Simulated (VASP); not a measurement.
# Na (R-3) in VASP: relaxation of cell and atoms with PBE

Aim: the relaxation of cell and atoms of Na with PBE.

All numbers are computed with VASP 6.6.1; they aren't measurements. Logs are shortened: lines on timing, memory, paths and dates and some standing lists are left out, and cuts for length are marked.

## 1. The cell of the first run

The structure is trigonal, space group R-3 (No. 148). Conventional cell: a = 12.685 Å, b = 12.685 Å, c = 4.978 Å, α = 90.00°, β = 90.00°, γ = 120.00°. Within 3.2 Å of Na (site symmetry 1) lie 2 Na at 2.44 Å.

## 2. Relaxation of cell and atoms, PBE

File INCAR:

```
PREC = Accurate
ENCUT = 600
EDIFF = 1E-7
ISMEAR = 0
SIGMA = 0.1
LREAL = F
LASPH = T
NELM = 100
ALGO = Normal
ISIF = 3
LWAVE = F
LCHARG = F
GGA = PE
IBRION = 2
NSW = 90
EDIFFG = -0.04
```

File KPOINTS:

```
Automatic mesh
0
Gamma
  6 6 6
```

File POSCAR:

```
Na
1.0
    6.3424184328      3.6617969895      1.6593382818
   -6.3424184328      3.6617969895      1.6593382818
    0.0000000000     -7.3235939789      1.6593382818
Na
6
Direct
    0.5845000000      0.3510000000      0.2465000000
    0.2465000000      0.5845000000      0.3510000000
    0.3510000000      0.2465000000      0.5845000000
    0.4155000000      0.6490000000      0.7535000000
    0.7535000000      0.4155000000      0.6490000000
    0.6490000000      0.7535000000      0.4155000000
```

Potentials or basis: VASP PAW PBE potentials, release 64 (Na_pv).

Launch:

```console
$ cat potpaw_PBE.64/Na_pv/POTCAR > POTCAR
$ mpirun -np 1 vasp_std > vasp.out
```

OUTCAR:

```text
PREC = Accurate
   ENCUT = 600
   EDIFF = 1E-7
   ISMEAR = 0
   LREAL = F
   LASPH = T
   NELM = 100
   ISIF = 3
   GGA = PE
   IBRION = 2
   NSW = 90
   EDIFFG = -0.04

 ion  position               nearest neighbor table
   1  0.584  0.351  0.246-   5 2.44   6 2.44
   2  0.246  0.584  0.351-   4 2.44   6 2.44
   3  0.351  0.246  0.584-   4 2.44   5 2.44
   4  0.416  0.649  0.754-   2 2.44   3 2.44
   5  0.754  0.416  0.649-   1 2.44   3 2.44
   6  0.649  0.754  0.416-   1 2.44   2 2.44

  LATTYP: Found a trigonal (rhomboedric) cell.
 ALAT       =     7.5092231491
 COS(alpha) =    -0.4267561602

  Lattice vectors:

 A1 = (   6.3424184328,   3.6617969895,   1.6593382818)
 A2 = (  -6.3424184328,   3.6617969895,   1.6593382818)
 A3 = (   0.0000000000,  -7.3235939789,   1.6593382818)

Analysis of symmetry for initial positions (statically):
=====================================================================
 Subroutine PRICEL returns:
 Original cell was already a primitive cell.

 Routine SETGRP: Setting up the symmetry group for a
 trigonal (rhombohedral) supercell.

 Subroutine GETGRP returns: Found  6 space group operations
 (whereof  6 operations were pure point group operations)
 out of a pool of 12 trial point group operations.

The static configuration has the point symmetry S_6 .

Analysis of symmetry for dynamics (positions and initial velocities):
=====================================================================
 Subroutine PRICEL returns:
 Original cell was already a primitive cell.

 Routine SETGRP: Setting up the symmetry group for a
 trigonal (rhombohedral) supercell.

 Subroutine GETGRP returns: Found  6 space group operations
 (whereof  6 operations were pure point group operations)
 out of a pool of 12 trial point group operations.

The dynamic configuration has the point symmetry S_6 .

 Subroutine INISYM returns: Found  6 space group operations
 (whereof  6 operations are pure point group operations),
 and found     1 'primitive' translations

----------------------------------------------------------------------------------------

                                     Primitive cell

  volume of cell :     231.2253

  direct lattice vectors                    reciprocal lattice vectors
     6.342418433  3.661796989  1.659338282     0.078834281  0.045514994  0.200883290
    -6.342418433  3.661796989  1.659338282    -0.078834281  0.045514994  0.200883290
     0.000000000 -7.323593979  1.659338282     0.000000000 -0.091029987  0.200883290

  length of vectors
[... 106 lines left out ...]
   EFERMI_NEDOS =   21; number of points for ismear=-14 and -15
   IALGO  =     38    algorithm
   IMIX   =      4    mixing-type and parameters
     AMIX     =   0.40;   BMIX     =  1.00
     AMIX_MAG =   1.60;   BMIX_MAG =  1.00
  volume/ion in A,a.u.               =      38.54       260.06
  Fermi-wavevector in a.u.,A,eV,Ry     =   0.927142  1.752044 11.695457  0.859592
  Thomas-Fermi vector in A             =   2.053180
   LORBIT       =      0    0 simple, 1 ext, 2 COOP (PROOUT), +10 PAW based schemes
   GGA     = PE    functional components
   LHFCALC =     F    Hartree Fock is set to
   AEXX    =    0.0000 exact exchange contribution
   IVDW    =     0    specifies the selected vdW correction
   LEPSILON=     F    determine dielectric tensor
   LRPA    =     F    only Hartree local field effects (RPA)
 conjugate gradient relaxation of ions
 non-spin polarized calculation
 Gauss-broadening in eV      SIGMA  =   0.10
  energy-cutoff  :      600.00
  volume of cell :      231.23
 maximum number of plane-waves:      7745
   NGX = 29   NGY = 29   NGZ = 29

--------------------------------------- Ionic step        1  -------------------------------------------

 number of electron      41.9999999 magnetization

 Free energy of the ion-electron system (eV)
  ---------------------------------------------------
  ext. energy  EPLUGINS =         0.00000000
  ---------------------------------------------------
  free energy    TOTEN  =        -4.24940119 eV

  energy without entropy =       -4.23122723  energy(sigma->0) =       -4.24031421

------------------------ aborting loop because EDIFF is reached ----------------------------------------

  FORCE on cell =-STRESS in cart. coord.  units (eV):
  Direction    XX          YY          ZZ          XY          YZ          ZX
  --------------------------------------------------------------------------------------
  -------------------------------------------------------------------------------------
  Total        5.3818220      5.3818220      0.8239660      0.0000000      0.0000000      0.0000000
  in kB       37.2910467     37.2910467      5.7093222      0.0000000      0.0000000      0.0000000
  external PRESSURE =      26.7638052 kB  Pullay stress =       0.0000000 kB
[... 101 lines left out ...]
  FREE ENERGIE OF THE ION-ELECTRON SYSTEM (eV)
  ---------------------------------------------------
  free  energy   TOTEN  =        -6.3424219667 eV

  energy  without entropy=       -6.3261044329  energy(sigma->0) =       -6.33426320

 E-fermi :  -0.0414     XC(G=0):  -6.1220

 val. band max:       -0.0427400124   @ k =  -0.3333   0.5000   0.3333
 cond. band min:      -0.0230140053   @ k =   0.3333   0.0000   0.0000
 fundamental gap:      0.0197260071
 Fermi energy:        -0.0413934765

 k-point     1 :       0.0000    0.0000    0.0000
  band No.  band energies     occupation
      1     -25.2190      2.00000
      2     -25.2190      2.00000
      3     -25.2174      2.00000
      4     -25.2157      2.00000
      5     -25.2071      2.00000
      6     -25.2071      2.00000
[... 661 lines left out ...]
     24       1.9742      0.00000
     25       2.4961      0.00000

 [... further k-points ...]

[... ionic steps 4 to 15 ...]

--------------------------------------- Ionic step       16  -------------------------------------------

 number of electron      42.0000016 magnetization

------------------------ aborting loop because EDIFF is reached ----------------------------------------
[... 75 lines left out ...]
--------------------------------------- Ionic step       18  -------------------------------------------

 number of electron      42.0000003 magnetization

 Free energy of the ion-electron system (eV)
  ---------------------------------------------------
  ext. energy  EPLUGINS =         0.00000000
  ---------------------------------------------------
  free energy    TOTEN  =        -7.51930017 eV

  energy without entropy =       -7.50113605  energy(sigma->0) =       -7.51021811

 E-fermi :   0.1011     XC(G=0):  -6.2930

 val. band max:        0.0571818285   @ k =   0.3333  -0.1667   0.5000
 cond. band min:       0.1068162364   @ k =  -0.3333   0.5000   0.3333
 fundamental gap:      0.0496344079
 Fermi energy:         0.1011480846

 k-point     1 :       0.0000    0.0000    0.0000
  band No.  band energies     occupation
      1     -24.8657      2.00000
      2     -24.8620      2.00000
      3     -24.8618      2.00000
      4     -24.8618      2.00000
      5     -24.8541      2.00000
      6     -24.8541      2.00000
[... 696 lines left out ...]
  FREE ENERGIE OF THE ION-ELECTRON SYSTEM (eV)
  ---------------------------------------------------
  free  energy   TOTEN  =        -7.5193001725 eV

  energy  without entropy=       -7.5011360484  energy(sigma->0) =       -7.51021811

 reached required accuracy - stopping structural energy minimisation
```

It took 69 min on 1 thread of Intel Xeon Platinum 8259CL at 2.50GHz (Skylake/Cascade Lake), shared host; peak memory 0.63 GiB.

Results:

```yaml
Free_energy: -7.5193 eV
Relaxed_volume: 39.60 Å³/atom
Relaxed_cell: a = 8.624 Å, b = 8.624 Å, c = 8.624 Å, α = 117.92°, β = 117.92°, γ = 117.92°
Space_group_after_relaxing_to_0.05_Å: R-3 (No. 148)
Energy_gained_by_relaxing: 545.0 meV/atom
Ionic_steps: 18
Pressure_after_relaxing: 0.0 GPa
Largest_force_after_relaxing: 0.017 eV/Å
Band_gap_on_the_k_mesh: zero (band 21 reaches 0.91 eV, above the bottom of band 22 at -0.76 eV)
```

Forces in eV/Å, atoms in the order of the input:
```
Na  -0.007 -0.005 -0.015
Na   0.008 -0.003 -0.015
Na  -0.001  0.008 -0.015
Na   0.007  0.005  0.015
Na  -0.008  0.003  0.015
Na   0.001 -0.008  0.015
```

The path:
```tsv
step	energy change (eV)	largest force (eV/Å)	pressure (GPa)	volume (Å³)
1	0.0000	1.7599	2.68	231.23
2	-1.1097	1.2029	1.25	253.34
3	-2.0930	0.5794	-0.24	295.06
4	-2.1285	0.1001	-1.29	389.55
5	-2.3141	0.2153	-1.06	346.59
6	-2.3227	0.3060	-0.87	327.75
7	-2.4956	0.3086	-0.80	308.88
8	-2.9158	0.2830	-0.29	256.22
9	-2.4274	0.1808	4.63	167.66
10	-2.9845	0.2834	0.30	231.50
11	-3.0003	0.2400	0.96	213.20
12	-3.1248	0.1274	0.95	213.24
13	-3.1583	0.0981	1.03	212.86
14	-3.2455	0.0661	-0.01	239.58
15	-3.2456	0.0651	-0.04	240.82
16	-3.2504	0.0581	-0.05	240.51
17	-3.2614	0.0408	-0.03	239.55
18	-3.2699	0.0174	0.05	237.61
```

Final structure:
```xyz
6
Lattice="7.3893 4.2662 1.2562 -7.3893 4.2662 1.2562 0.0000 -8.5324 1.2562" Properties=species:S:1:pos:R:3 pbc="T T T"
Na    1.9559    2.4037    1.0323
Na   -3.0597    0.4920    1.0323
Na    1.1037   -2.8957    1.0323
Na   -1.9559   -2.4037    2.7363
Na    3.0597   -0.4920    2.7363
Na   -1.1037    2.8957    2.7363
```

Levels at points of the mesh, in eV from the Fermi level:
```csv
k point,band 19,band 20,band 21,band 22,band 23,band 24
"(0.00, 0.00, 0.00)",-3.14,-0.56,-0.56,-0.53,-0.25,-0.25
"(0.50, 0.00, 0.00)",-0.26,-0.26,0.81,0.94,1.32,1.40
"(0.50, 0.50, 0.00)",-2.57,-2.31,-1.10,-0.86,1.42,1.55
"(0.50, 0.50, 0.50)",0.25,0.25,0.31,0.31,0.68,0.83
```
